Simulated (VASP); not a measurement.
# LiH2 (R3m) in VASP: a series of runs, part 2 of 2

VASP 6.6.1.

### 4 Relaxation of cell and atoms, PBE

Contents of INCAR:

```
PREC     = Accurate       # precision mode
ENCUT    = 600            # plane-wave cutoff, eV
EDIFF    = 1E-7           # SCF threshold, eV
ISMEAR   = 0              # smearing method
SIGMA    = 0.1            # smearing width, eV
LREAL    = F              # projectors in reciprocal space
LASPH    = T              # aspherical terms in the spheres
NELM     = 80             # most SCF steps
ALGO     = Normal         # electronic algorithm
ISIF     = 3              # what is computed and relaxed
LWAVE    = F              # write WAVECAR
LCHARG   = F              # write CHGCAR
GGA      = PE             # functional
IBRION   = 2              # ionic algorithm
NSW      = 90             # ionic steps
EDIFFG   = -0.04          # ionic threshold
```

Contents of KPOINTS:

```
regular mesh
0
Gamma
  12 12 12
```

Contents of POSCAR:

```
LiH2
1.0
    1.1908635114      0.6875453689      4.6108432630
   -1.1908635114      0.6875453689      4.6108432630
    0.0000000000     -1.3750907378      4.6108432630
Li H
1 2
Direct
    0.0000000000      0.0000000000      0.0000000000
    0.7484000000      0.7484000000      0.7484000000
    0.5849000000      0.5849000000      0.5849000000
```

Potentials or basis: VASP PAW PBE potentials, release 64 (Li_sv, H).

Launch:

```console
> cat potpaw_PBE.64/Li_sv/POTCAR potpaw_PBE.64/H/POTCAR > POTCAR
> mpirun -np 1 vasp_std > vasp.out
```

OUTCAR:

```text
PREC = Accurate
   ENCUT = 600
   EDIFF = 1E-7
   ISMEAR = 0
   LREAL = F
   LASPH = T
   NELM = 80
   ISIF = 3
   GGA = PE
   IBRION = 2
   NSW = 90
   EDIFFG = -0.04

 ion  position               nearest neighbor table
   1  0.000  0.000  0.000-
   2  0.748  0.748  0.748-
   3  0.585  0.585  0.585-

  LATTYP: Found a trigonal (rhomboedric) cell.
 ALAT       =     4.8115226418
 COS(alpha) =     0.8774851014

  Lattice vectors:

 A1 = (   1.1908635114,   0.6875453689,   4.6108432630)
 A2 = (  -1.1908635114,   0.6875453689,   4.6108432630)
 A3 = (   0.0000000000,  -1.3750907378,   4.6108432630)

Analysis of symmetry for initial positions (statically):
=====================================================================
 Subroutine PRICEL returns:
 Original cell was already a primitive cell.

 Routine SETGRP: Setting up the symmetry group for a
 trigonal (rhombohedral) supercell.

 Subroutine GETGRP returns: Found  6 space group operations
 (whereof  6 operations were pure point group operations)
 out of a pool of 12 trial point group operations.

The static configuration has the point symmetry C_3v.

Analysis of symmetry for dynamics (positions and initial velocities):
=====================================================================
 Subroutine PRICEL returns:
 Original cell was already a primitive cell.

 Routine SETGRP: Setting up the symmetry group for a
 trigonal (rhombohedral) supercell.

 Subroutine GETGRP returns: Found  6 space group operations
 (whereof  6 operations were pure point group operations)
 out of a pool of 12 trial point group operations.

The dynamic configuration has the point symmetry C_3v.

 Subroutine INISYM returns: Found  6 space group operations
 (whereof  6 operations are pure point group operations),
 and found     1 'primitive' translations

----------------------------------------------------------------------------------------
[... 111 lines left out ...]
   EFERMI_NEDOS =   21; number of points for ismear=-14 and -15
   IALGO  =     38    algorithm
   IMIX   =      4    mixing-type and parameters
     AMIX     =   0.40;   BMIX     =  1.00
     AMIX_MAG =   1.60;   BMIX_MAG =  1.00
  volume/ion in A,a.u.               =       7.55        50.95
  Fermi-wavevector in a.u.,A,eV,Ry     =   0.989388  1.869672 13.318580  0.978888
  Thomas-Fermi vector in A             =   2.120983
   LORBIT       =      0    0 simple, 1 ext, 2 COOP (PROOUT), +10 PAW based schemes
   GGA     = PE    functional components
   LHFCALC =     F    Hartree Fock is set to
   AEXX    =    0.0000 exact exchange contribution
   IVDW    =     0    specifies the selected vdW correction
   LEPSILON=     F    determine dielectric tensor
   LRPA    =     F    only Hartree local field effects (RPA)
 conjugate gradient relaxation of ions
 non-spin polarized calculation
 Gauss-broadening in eV      SIGMA  =   0.10
  energy-cutoff  :      600.00
  volume of cell :       22.65
 maximum number of plane-waves:       769
   NGX = 19   NGY = 19   NGZ = 19

--------------------------------------- Ionic step        1  -------------------------------------------

 number of electron       5.0000002 magnetization

 Free energy of the ion-electron system (eV)
  ---------------------------------------------------
  ext. energy  EPLUGINS =         0.00000000
  ---------------------------------------------------
  free energy    TOTEN  =        -7.14270688 eV

  energy without entropy =       -7.14159017  energy(sigma->0) =       -7.14214852

------------------------ aborting loop because EDIFF is reached ----------------------------------------

  FORCE on cell =-STRESS in cart. coord.  units (eV):
  Direction    XX          YY          ZZ          XY          YZ          ZX
  --------------------------------------------------------------------------------------
  -------------------------------------------------------------------------------------
  Total        1.5006818      1.5006818     -0.9729356      0.0000000      0.0000000      0.0000000
  in kB      106.1461511    106.1461511    -68.8176289      0.0000000      0.0000000      0.0000000
  external PRESSURE =      47.8248911 kB  Pullay stress =       0.0000000 kB
[... 537 lines left out ...]
 k-point    24 :      -0.4167    0.1667   -0.0000
  band No.  band energies     occupation
      1     -44.4345      2.00000
      2      -5.4612      2.00000
      3       2.2330      0.75784
      4       6.6055      0.00000
      5      11.0208      0.00000
      6      11.5405      0.00000

 [... further k-points ...]

[... ionic steps 4 to 20 ...]

--------------------------------------- Ionic step       21  -------------------------------------------

 number of electron       5.0000000 magnetization

------------------------ aborting loop because EDIFF is reached ----------------------------------------
[... 69 lines left out ...]
--------------------------------------- Ionic step       23  -------------------------------------------

 number of electron       5.0000000 magnetization

 Free energy of the ion-electron system (eV)
  ---------------------------------------------------
  ext. energy  EPLUGINS =         0.00000000
  ---------------------------------------------------
  free energy    TOTEN  =        -7.93556823 eV

  energy without entropy =       -7.93111648  energy(sigma->0) =       -7.93334235

 E-fermi :   2.0530     XC(G=0):  -8.5675

 val. band max:        2.0460257113   @ k =  -0.2500   0.5000   0.0833
 cond. band min:       2.0618446024   @ k =   0.5000   0.1667  -0.0000
 fundamental gap:      0.0158188911
 Fermi energy:         2.0530433497
[... 246 lines left out ...]
  FREE ENERGIE OF THE ION-ELECTRON SYSTEM (eV)
  ---------------------------------------------------
  free  energy   TOTEN  =        -7.9355682281 eV

  energy  without entropy=       -7.9311164768  energy(sigma->0) =       -7.93334235

 reached required accuracy - stopping structural energy minimisation
```

OSZICAR:

```text
N       E                     dE             d eps       ncg     rms          rms(c)
DAV:   1     0.210728597446E+01    0.21073E+01   -0.16746E+03  2286   0.723E+02
DAV:   2    -0.707808413432E+01   -0.91854E+01   -0.89931E+01  3066   0.940E+01
DAV:   3    -0.746223960230E+01   -0.38416E+00   -0.38411E+00  3096   0.191E+01
[... 210 lines left out ...]
DAV:   2    -0.793558057007E+01   -0.22292E-03   -0.25403E-03  2796   0.625E-01    0.973E-02
DAV:   3    -0.793556728797E+01    0.13282E-04   -0.93380E-05  3792   0.880E-02    0.652E-03
DAV:   4    -0.793556785656E+01   -0.56859E-06   -0.54255E-06  2598   0.270E-02    0.435E-03
DAV:   5    -0.793556831085E+01   -0.45429E-06   -0.85415E-07  3582   0.793E-03    0.164E-03
DAV:   6    -0.793556822809E+01    0.82758E-07   -0.34822E-08  1410   0.235E-03
  23 F= -.79355682E+01 E0= -.79333424E+01  d E =-.100978E-02
```

Wall time 14 min (1 thread of AMD EPYC 9R45 (Zen 5), shared host); peak memory 0.21 GiB.

What came out:

```
Free energy                           : -7.9356 eV
Relaxed volume                        : 6.94 Å³/atom
Relaxed cell                          : a = 3.132 Å, b = 3.132 Å, c = 3.132 Å, α = 58.20°, β = 58.20°, γ = 58.20°
Space group after relaxing (to 0.1 Å) : R3m (No. 160)
Energy gained by relaxing             : 264.3 meV/atom
Ionic steps                           : 23
Pressure after relaxing               : 0.0 GPa
Largest force after relaxing          : 0.025 eV/Å
Band gap on the k mesh                : zero (an odd number of electrons rules out a gap without spin polarisation)
```

Forces in eV/Å, atoms in the order of the input:
```
Li   0.000  0.000  0.025
H    0.000  0.000 -0.022
H    0.000  0.000 -0.003
```

The path:
| step | energy change (eV) | largest force (eV/Å) | pressure (GPa) | volume (Å³) |
| --- | --- | --- | --- | --- |
| 1 | 0.0000 | 0.4068 | 4.78 | 22.65 |
| 2 | -0.0950 | 0.3945 | 3.59 | 23.39 |
| 3 | -0.2956 | 0.3963 | 0.65 | 25.53 |
| 4 | -0.4526 | 0.3606 | -4.05 | 29.44 |
| 5 | -0.5542 | 0.1932 | -2.44 | 27.52 |
| 6 | -0.3303 | 3.5628 | 12.96 | 22.01 |
| 7 | -0.5708 | 0.1881 | -2.45 | 26.87 |
| 8 | -0.6582 | 0.1986 | 1.22 | 24.43 |
| 9 | -0.6987 | 0.7081 | 2.34 | 23.73 |
| 10 | -0.7009 | 0.5597 | 2.00 | 23.86 |
| 11 | -0.7466 | 0.2854 | -1.01 | 24.23 |
| 12 | -0.7484 | 0.2366 | -1.70 | 24.31 |
| 13 | -0.7642 | 0.1211 | -1.64 | 23.65 |
| 14 | -0.7777 | 0.0541 | -1.08 | 22.58 |
| 15 | -0.7727 | 0.0655 | 1.29 | 20.53 |
| 16 | -0.7804 | 0.0592 | -0.30 | 21.77 |
| 17 | -0.7847 | 0.0589 | 0.06 | 21.39 |
| 18 | -0.7887 | 0.0764 | 1.45 | 20.28 |
| 19 | -0.7893 | 0.0777 | 0.76 | 20.75 |
| 20 | -0.7897 | 0.0788 | 1.02 | 20.56 |
| 21 | -0.7918 | 0.0432 | 0.12 | 20.73 |
| 22 | -0.7919 | 0.0463 | 0.24 | 20.71 |
| 23 | -0.7929 | 0.0249 | -0.01 | 20.83 |

Final structure:
```yaml
crystal:
  lattice:
    - [1.52309, 0.87935, 2.59152]
    - [-1.52309, 0.87935, 2.59152]
    - [0.00000, -1.75871, 2.59152]
  atoms:
    - { symbol: Li, position: [0.01110, 0.01110, 0.01110] }
    - { symbol: H, position: [0.73631, 0.73631, 0.73631] }
    - { symbol: H, position: [0.58590, 0.58590, 0.58590] }
```

Caveat: the cutoff is under 1.25 times the usual one of these potentials, so pressure, stress and relaxed cells hold a basis-set (Pulay) error; a cell axis changed by over 15 % at a fixed basis, so the end point is rough.

### 5 Summary

| task | cell | cutoff (eV) | gap on the mesh (eV) | largest force (eV/Å) |
| --- | --- | --- | --- | --- |
| single point | a = 4.812 Å, angles 28.7°, 3 atoms, atomic positions A | 520 | none | 0.41 |
| single point | a = 3.185 Å, angles 60.2°, 3 atoms, atomic positions B | 520 | none | - |
| relaxation of cell and atoms | relaxed from a = 4.812 Å, angles 28.7°, 3 atoms, atomic positions A | 600 | none | 0.02 |

Alike in all rows: level PBE; potentials or basis VASP PAW PBE potentials, release 64 (Li_sv, H); no spin polarisation; k mesh 12 × 12 × 12; smearing gaussian 0.1 eV.

Caveats: the cutoff is under 1.25 times the usual one of these potentials, so pressure, stress and relaxed cells hold a basis-set (Pulay) error; a cell axis changed by over 15 % at a fixed basis, so the end point is rough (at least some runs).

Absolute energies hang on the potentials; compare differences alone.
